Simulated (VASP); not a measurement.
# MgH2 (C222_1) in VASP: relaxation of cell and atoms with PBE

Aim: the relaxation of cell and atoms of MgH2 with PBE.

Everything below comes from runs of VASP 6.6.1. Logs are shortened: lines on timing, memory, paths and dates and some standing lists are left out, and cuts for length are marked.

**1. The cell of the first run**

The structure is orthorhombic, space group C222_1 (No. 20). The conventional cell has a = 4.496 Å, b = 4.611 Å, c = 4.847 Å, α = 90.00°, β = 90.00°, γ = 90.00°. Within 2.6 Å of Mg (site symmetry 2) lie 6 H at 1.88 to 1.89 Å and 2 Mg at 2.57 Å. Within 2.6 Å of H (site symmetry 1) lie 3 Mg at 1.88 to 1.89 Å and 7 H at 2.26 to 2.53 Å.

The cell was generated, and may not be a known phase.

**2. Relaxation of cell and atoms, PBE**

Input file INCAR:

```
SYSTEM = MgH2
PREC = Accurate
ENCUT = 840
EDIFF = 1E-7
ISMEAR = 0
SIGMA = 0.1
LREAL = .FALSE.
LASPH = .TRUE.
NELM = 120
ALGO = Normal
ISIF = 3
LWAVE = .FALSE.
LCHARG = .FALSE.
GGA = PE
IBRION = 2
NSW = 90
EDIFFG = -0.04
GGA_COMPAT = .FALSE.
NELMIN = 4
```

Input file KPOINTS:

```
regular mesh
0
G
  6 6 4
  0 0 0
```

Input file POSCAR:

```
MgH2
1.0
    2.2479461100     -2.3055819800      0.0000000000
    2.2479461100      2.3055819800      0.0000000000
    0.0000000000      0.0000000000      4.8470947400
Mg H
2 4
Direct
    0.0961728700      0.0961728700      0.0000000000
    0.9038271300      0.9038271300      0.5000000000
    0.4072456500      0.0641537300      0.6692364300
    0.5927543500      0.9358462700      0.1692364300
    0.9358462700      0.5927543500      0.8307635700
    0.0641537300      0.4072456500      0.3307635700
```

Potentials or basis: VASP PAW PBE potentials, release 64 (Mg_sv, H).

Started as:

```bash
$ cat potpaw_PBE.64/Mg_sv/POTCAR potpaw_PBE.64/H/POTCAR > POTCAR
$ mpirun -np 1 vasp_std > vasp.out
```

OUTCAR:

```text
SYSTEM = MgH2
   PREC = Accurate
   ENCUT = 840
   EDIFF = 1E-7
   ISMEAR = 0
   LREAL = .FALSE.
   LASPH = .TRUE.
   NELM = 120
   ISIF = 3
   GGA = PE
   IBRION = 2
   NSW = 90
   EDIFFG = -0.04
   NELMIN = 4

 ion  position               nearest neighbor table
   1  0.096  0.096  0.000-
   2  0.904  0.904  0.500-
   3  0.407  0.064  0.669-
   4  0.593  0.936  0.169-
   5  0.936  0.593  0.831-
   6  0.064  0.407  0.331-

  LATTYP: Found a base centered orthorhombic cell.
 ALAT       =     4.4958922200
 B/A-ratio  =     1.0256393468
 C/A-ratio  =     1.0781163121

  Lattice vectors:

 A1 = (   2.2479461100,  -2.3055819800,   0.0000000000)
 A2 = (   2.2479461100,   2.3055819800,   0.0000000000)
 A3 = (   0.0000000000,   0.0000000000,   4.8470947400)

Analysis of symmetry for initial positions (statically):
=====================================================================
 Subroutine PRICEL returns:
 Original cell was already a primitive cell.

 Routine SETGRP: Setting up the symmetry group for a
 base centered orthorhombic supercell.

 Subroutine GETGRP returns: Found  4 space group operations
 (whereof  2 operations were pure point group operations)
 out of a pool of  8 trial point group operations.

The static configuration has the point symmetry C_2 .
 The point group associated with its full space group is D_2 .

Analysis of symmetry for dynamics (positions and initial velocities):
=====================================================================
 Subroutine PRICEL returns:
 Original cell was already a primitive cell.

 Routine SETGRP: Setting up the symmetry group for a
 base centered orthorhombic supercell.

 Subroutine GETGRP returns: Found  4 space group operations
 (whereof  2 operations were pure point group operations)
 out of a pool of  8 trial point group operations.

The dynamic configuration has the point symmetry C_2 .
 The point group associated with its full space group is D_2 .

 Subroutine INISYM returns: Found  4 space group operations
 (whereof  2 operations are pure point group operations),
 and found     1 'primitive' translations

----------------------------------------------------------------------------------------

                                     Primitive cell

  volume of cell :      50.2433

  direct lattice vectors                    reciprocal lattice vectors
     2.247946110 -2.305581980  0.000000000     0.222425261 -0.216864984  0.000000000
     2.247946110  2.305581980  0.000000000     0.222425261  0.216864984  0.000000000
     0.000000000  0.000000000  4.847094740     0.000000000  0.000000000  0.206309151

  length of vectors
     3.220088505  3.220088505  4.847094740     0.310649993  0.310649993  0.206309151

  position of ions in fractional coordinates (direct lattice)
     0.096172870  0.096172870  0.000000000
     0.903827130  0.903827130  0.500000000
     0.407245650  0.064153730  0.669236430
     0.592754350  0.935846270  0.169236430
     0.935846270  0.592754350  0.830763570
     0.064153730  0.407245650  0.330763570

  ion indices of the primitive-cell ions
   primitive index   ion index
                 1           1
                 2           2
                 3           3
                 4           4
                 5           5
                 6           6

----------------------------------------------------------------------------------------

 KPOINTS: regular mesh

Automatic generation of k-mesh.
 Grid dimensions read from file:
 generate k-points for:    6    6    4

 Generating k-lattice:

  Cartesian coordinates                     Fractional coordinates (reciprocal lattice)
     0.037070877 -0.036144164  0.000000000     0.166666667  0.000000000  0.000000000
     0.037070877  0.036144164  0.000000000     0.000000000  0.166666667  0.000000000
     0.000000000  0.000000000  0.051577288     0.000000000  0.000000000  0.250000000

  Length of vectors
     0.051774999  0.051774999  0.051577288

  Shift w.r.t. Gamma in fractional coordinates (k-lattice)
     0.000000000  0.000000000  0.000000000

 Subroutine IBZKPT returns following result:
 ===========================================

 Found     39 irreducible k-points:

 Following reciprocal coordinates:
            Coordinates               Weight
  0.000000  0.000000  0.000000      1.000000
  0.166667  0.000000  0.000000      4.000000
  0.333333  0.000000  0.000000      4.000000
  0.500000 -0.000000  0.000000      2.000000
  0.166667  0.166667  0.000000      2.000000
  0.333333  0.166667  0.000000      4.000000
[... 16 lines left out ...]
  0.333333  0.333333  0.250000      4.000000
  0.500000  0.333333  0.250000      8.000000
 [... further k-points ...]
   k-points           NKPTS =     39   k-points in BZ     NKDIM =     39   number of bands    NBANDS=     16
   number of dos      NEDOS =    301   number of ions     NIONS =      6
   total plane-waves  NPLWV =  43200
   dimension x,y,z NGX =    30 NGY =   30 NGZ =   48
   dimension x,y,z NGXF=    60 NGYF=   60 NGZF=   96
   ions per type =               2   4
   NGX,Y,Z   is equivalent  to a cutoff of  15.49, 15.49, 16.46 a.u.
   NGXF,Y,Z  is equivalent  to a cutoff of  30.98, 30.98, 32.93 a.u.
 SYSTEM =  MgH2
   PREC   = accura    normal or accurate (medium, high low for compatibility)
   ISTART =      0    job   : 0-new  1-cont  2-samecut
   ICHARG =      2    charge: 1-file 2-atom 10-const
   ISPIN  =      1    spin polarized calculation?
   LNONCOLLINEAR =      F non collinear calculations
   LSORBIT =      F    spin-orbit coupling
   LASPH  =      T    aspherical Exc in radial PAW
   ENCUT  =  840.0 eV  61.74 Ry    7.86 a.u.   7.61  7.61 11.45*2*pi/ulx,y,z
   NELM   =    120;   NELMIN=  4; NELMDL= -5     # of ELM steps
   EDIFF  = 0.1E-06   stopping-criterion for ELM
   LREAL  =      F    real-space projection
   EDIFFG = -.4E-01   stopping-criterion for IOM
   NSW    =     90    number of steps for IOM
   IBRION =      2    ionic relax: 0-MD 1-quasi-New 2-CG
   NFREE  =      1    steps in history (QN), initial steepest desc. (CG)
   ISIF   =      3    stress and relaxation
   ISYM   =      2    0-nonsym 1-usesym 2-fastsym
   POTIM  = 0.5000    time-step for ionic-motion
   TEBEG  =    0.0;   TEEND  =   0.0 temperature during run
   PSTRESS=    0.0 pullay stress
   NELECT =      24.0000    total number of electrons
   NUPDOWN=      -1.0000    fix difference up-down
   EMIN   =  10.00;   EMAX   =-10.00  energy-range for DOS
   EFERMI =   0.00;   METHOD = LEGACY
   ISMEAR =     0;   SIGMA  =   0.10  broadening in eV -4-tet -1-fermi 0-gaus
   EFERMI_NEDOS =   21; number of points for ismear=-14 and -15
   IALGO  =     38    algorithm
   IMIX   =      4    mixing-type and parameters
     AMIX     =   0.40;   BMIX     =  1.00
     AMIX_MAG =   1.60;   BMIX_MAG =  1.00
  volume/ion in A,a.u.               =       8.37        56.51
  Fermi-wavevector in a.u.,A,eV,Ry     =   1.279733  2.418344 22.282475  1.637716
  Thomas-Fermi vector in A             =   2.412201
   LORBIT       =      0    0 simple, 1 ext, 2 COOP (PROOUT), +10 PAW based schemes
   GGA     = PE    functional components
   LHFCALC =     F    Hartree Fock is set to
   AEXX    =    0.0000 exact exchange contribution
   IVDW    =     0    specifies the selected vdW correction
   LEPSILON=     F    determine dielectric tensor
   LRPA    =     F    only Hartree local field effects (RPA)
 conjugate gradient relaxation of ions
 non-spin polarized calculation
 Gauss-broadening in eV      SIGMA  =   0.10
  energy-cutoff  :      840.00
  volume of cell :       50.24
 maximum number of plane-waves:      2807
   NGX = 15   NGY = 15   NGZ = 23

--------------------------------------- Ionic step        1  -------------------------------------------

 number of electron      23.9999998 magnetization

 Free energy of the ion-electron system (eV)
  ---------------------------------------------------
  ext. energy  EPLUGINS =         0.00000000
  ---------------------------------------------------
  free energy    TOTEN  =       -16.13363678 eV

  energy without entropy =      -16.13363678  energy(sigma->0) =      -16.13363678

------------------------ aborting loop because EDIFF is reached ----------------------------------------

  FORCE on cell =-STRESS in cart. coord.  units (eV):
  Direction    XX          YY          ZZ          XY          YZ          ZX
  --------------------------------------------------------------------------------------
  -------------------------------------------------------------------------------------
  Total        2.3916417      1.7076056      8.3127821      0.0000000      0.0000000      0.0000000
  in kB       76.2656072     54.4527954    265.0812514      0.0000000      0.0000000      0.0000000
  external PRESSURE =     131.9332180 kB  Pullay stress =       0.0000000 kB
[... 101 lines left out ...]
  FREE ENERGIE OF THE ION-ELECTRON SYSTEM (eV)
  ---------------------------------------------------
  free  energy   TOTEN  =       -16.6916937106 eV

  energy  without entropy=      -16.6916937106  energy(sigma->0) =      -16.69169371

[... ionic steps 4 to 8 ...]

--------------------------------------- Ionic step        9  -------------------------------------------

 number of electron      24.0000005 magnetization

------------------------ aborting loop because EDIFF is reached ----------------------------------------

  FORCE on cell =-STRESS in cart. coord.  units (eV):
  Direction    XX          YY          ZZ          XY          YZ          ZX
  --------------------------------------------------------------------------------------
  -------------------------------------------------------------------------------------
  Total        0.2745642      0.2516475      0.0199142      0.0000000      0.0000000      0.0000000
  in kB        7.4309004      6.8106744      0.5389643      0.0000000      0.0000000      0.0000000
  external PRESSURE =       4.9268463 kB  Pullay stress =       0.0000000 kB
[... 65 lines left out ...]
  energy  without entropy=      -16.7586559531  energy(sigma->0) =      -16.75865595

--------------------------------------- Ionic step       11  -------------------------------------------

 number of electron      24.0000034 magnetization

 Free energy of the ion-electron system (eV)
  ---------------------------------------------------
  ext. energy  EPLUGINS =         0.00000000
  ---------------------------------------------------
  free energy    TOTEN  =       -16.76061315 eV

  energy without entropy =      -16.76061315  energy(sigma->0) =      -16.76061315

 E-fermi :   1.5445     XC(G=0):  -8.7094

 val. band max:        0.9748261019   @ k =   0.0000   0.0000   0.0000
 cond. band min:       2.6663124735   @ k =   0.5000   0.5000   0.2500
 fundamental gap:      1.6914863716
 Fermi energy:         1.5445464340

 k-point     1 :       0.0000    0.0000    0.0000
  band No.  band energies     occupation
      1     -74.3278      2.00000
      2     -74.3255      2.00000
      3     -41.1250      2.00000
      4     -41.0953      2.00000
      5     -41.0891      2.00000
      6     -41.0876      2.00000
[... 8 lines left out ...]
     15       9.1228      0.00000
     16       9.2973      0.00000
[... 420 lines left out ...]
  band No.  band energies     occupation
      1     -74.3261      2.00000
      2     -74.3245      2.00000
      3     -41.1183      2.00000
      4     -41.1030      2.00000
      5     -41.0974      2.00000
      6     -41.0946      2.00000
[... 8 lines left out ...]
     15       4.9990      0.00000
     16       5.7853      0.00000

 [... further k-points ...]

------------------------ aborting loop because EDIFF is reached ----------------------------------------

  FORCE on cell =-STRESS in cart. coord.  units (eV):
  Direction    XX          YY          ZZ          XY          YZ          ZX
  --------------------------------------------------------------------------------------
  -------------------------------------------------------------------------------------
  Total        0.0759975     -0.0285101     -0.0378835      0.0000000      0.0000000      0.0000000
  in kB        2.0143500     -0.7556752     -1.0041221      0.0000000      0.0000000      0.0000000
  external PRESSURE =       0.0848509 kB  Pullay stress =       0.0000000 kB
[... 21 lines left out ...]
  FREE ENERGIE OF THE ION-ELECTRON SYSTEM (eV)
  ---------------------------------------------------
  free  energy   TOTEN  =       -16.7606131495 eV

  energy  without entropy=      -16.7606131495  energy(sigma->0) =      -16.76061315

 reached required accuracy - stopping structural energy minimisation
```

Run time: 6 min. Hardware: 1 thread of Intel Xeon Platinum 8259CL at 2.50GHz (Skylake/Cascade Lake), shared host; peak memory 0.23 GiB.

Results:

| Property | Result |
| --- | --- |
| Free energy | -16.7606 eV |
| Relaxed volume | 10.07 Å³/atom |
| Relaxed cell | a = 3.273 Å, b = 3.273 Å, c = 5.648 Å, α = 90.00°, β = 90.00°, γ = 92.46° |
| Space group after relaxing (to 0.1 Å) | C222_1 (No. 20) |
| Energy gained by relaxing | 104.5 meV/atom |
| Ionic steps | 11 |
| Pressure after relaxing | 0.0 GPa |
| Largest force after relaxing | 0.027 eV/Å |
| Band gap on the k mesh | 1.69 eV (least direct gap 3.10 eV) |

Forces on the atoms (eV/Å):
```
Mg  -0.025  0.000  0.000
Mg   0.025  0.000  0.000
H   -0.022 -0.012  0.011
H    0.022  0.012  0.011
H    0.022 -0.012 -0.011
H   -0.022  0.012 -0.011
```

Stress tensor (GPa, compression positive):
```
 0.20  0.00  0.00
 0.00 -0.08  0.00
 0.00  0.00 -0.10
```

The path:
```tsv
step	energy change (eV)	largest force (eV/Å)	pressure (GPa)	volume (Å³)
1	0.0000	0.7896	13.19	50.24
2	-0.4647	0.2905	4.17	55.38
3	-0.5581	0.1950	0.28	58.69
4	-0.5638	0.2198	-0.67	59.70
5	-0.5639	0.2246	-0.86	59.90
6	-0.5827	0.1946	-0.50	59.55
7	-0.6109	0.1013	0.84	58.47
8	-0.6113	0.0885	1.09	58.31
9	-0.6201	0.0697	0.49	59.20
10	-0.6250	0.0489	-0.34	60.59
11	-0.6270	0.0271	0.01	60.45
```

Final structure:
```
CELL_PARAMETERS angstrom
2.26425 -2.36354 0.00000
2.26425 2.36354 0.00000
0.00000 0.00000 5.64752
ATOMIC_POSITIONS crystal
Mg 0.11450 0.11450 0.00000
Mg 0.88550 0.88550 0.50000
H 0.41389 0.04526 0.65306
H 0.58611 0.95474 0.15305
H 0.95474 0.58611 0.84695
H 0.04526 0.41389 0.34695
```

Caveat: the volume moved by over 15 % at a fixed basis, so the end points are rough.
